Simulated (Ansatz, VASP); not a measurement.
# Two plane-wave programs on HRh6

Contents of INCAR:

```
SYSTEM = HRh6
ALGO     = Normal         ! electronic algorithm
DIPOL    = 0.5 0.5 0.297
EDIFF    = 1E-7           ! SCF threshold, eV
ENCUT    = 520            ! plane-wave cutoff, eV
GGA      = PE             ! functional
IDIPOL   = 3            
ISIF     = 2              ! what is computed and relaxed
ISMEAR   = 0              ! smearing method
LASPH    = .True.         ! aspherical terms in the spheres
LCHARG   = .True.         ! write CHGCAR
LDIPOL   = .True.       
LELF     = .True.         ! ELF
LREAL    = .False.        ! projectors in reciprocal space
LVACPOTAV= .True.       
LVHAR    = .True.       
LWAVE    = .False.        ! write WAVECAR
NBANDS   = 104            ! bands
NELM     = 100            ! most SCF steps
PREC     = Accurate       ! precision mode
SIGMA    = 0.1            ! smearing width, eV
```

Contents of KPOINTS:

```
k-points
0
Gamma
  6 6 1
  0 0 0
```

POSCAR

```
HRh6
1.0
    5.4165863251      0.0000000000      0.0000000000
   -2.7082931626      4.6909013593      0.0000000000
    0.0000000000      0.0000000000     22.2966119230
Rh H
12 2
Direct
    0.3333333333      0.1666666667      0.1793994538
    0.3333333333      0.6666666667      0.1793994538
    0.8333333333      0.1666666667      0.1793994538
    0.8333333333      0.6666666667      0.1793994538
    0.1666666667      0.3333333333      0.2757769167
    0.1666666667      0.8333333333      0.2757769167
    0.6666666667      0.3333333333      0.2757769167
    0.6666666667      0.8333333333      0.2757769167
    0.0000000000      0.0000000000      0.3721019118
    0.0000000000      0.5000000000      0.3721019118
    0.5000000000      0.0000000000      0.3721019118
    0.5000000000      0.5000000000      0.3721019118
    0.1703244811      0.3406489622      0.4209882629
    0.3296755189      0.6593510378      0.4209882629
```

Input for Ansatz:

```yaml
crystal:
  lattice:
    - [5.4165863251, 0.0, 0.0]
    - [-2.7082931626, 4.6909013593, 0.0]
    - [0.0, 0.0, 22.296611923]
  atoms:
    - { symbol: Rh, position: [0.3333333333, 0.1666666667, 0.1793994538] }
    - { symbol: Rh, position: [0.3333333333, 0.6666666667, 0.1793994538] }
    - { symbol: Rh, position: [0.8333333333, 0.1666666667, 0.1793994538] }
    - { symbol: Rh, position: [0.8333333333, 0.6666666667, 0.1793994538] }
    - { symbol: Rh, position: [0.1666666667, 0.3333333333, 0.2757769167] }
    - { symbol: Rh, position: [0.1666666667, 0.8333333333, 0.2757769167] }
    - { symbol: Rh, position: [0.6666666667, 0.3333333333, 0.2757769167] }
    - { symbol: Rh, position: [0.6666666667, 0.8333333333, 0.2757769167] }
    - { symbol: Rh, position: [0.0, 0.0, 0.3721019118] }
    - { symbol: Rh, position: [0.0, 0.5, 0.3721019118] }
    - { symbol: Rh, position: [0.5, 0.0, 0.3721019118] }
    - { symbol: Rh, position: [0.5, 0.5, 0.3721019118] }
    - { symbol: H, position: [0.1703244811, 0.3406489622, 0.4209882629] }
    - { symbol: H, position: [0.3296755189, 0.6593510378, 0.4209882629] }
basis:
  ecutwfc: 420
kpoints:
  mp_grid: { grid: [6, 6, 1] }
hamiltonian:
  xc: pbe
  pseudopotentials: { kind: paw, azcp: { folder: soft_1 } }
scf:
  occupations: { method: gaussian, width: 0.1 }
output:
  forces: true
  eigenvalues: true
efield:
  axis: 3
  dipole_correction: true
  ramp_width: 0.04
```

Alike in both runs: task single point; functional PBE; k mesh 6 × 6 × 1; occupations gaussian, width 0.1 eV; no spin polarisation.

```csv
,VASP,Ansatz
version,VASP 6.6.1,Ansatz 0.2.0
potentials or method,"VASP PAW PBE potentials, release 64 (Rh_pv, H), cutoff 520 eV","scalar-relativistic, plane waves, PAW"
valence electrons in the cell,182,206
```

|  | VASP | Ansatz | Ansatz less VASP |
| --- | --- | --- | --- |
| gap on the k mesh at the Fermi level (eV) | none | none | - |
| rms of the force components (eV/Å) | 0.237 | 0.237 | +0.0003 |
| work function, face that differs most (eV) | 5.01 | 5.01 | +0.001 |

Atom by atom the forces differ by 0.002 eV/Å (rms over components). A gap of «none» marks a metal or a gap that the smearing closes. VASP's potentials hold 182 valence electrons a cell and Ansatz's 206, so a difference there can come from the potentials and not from the codes.
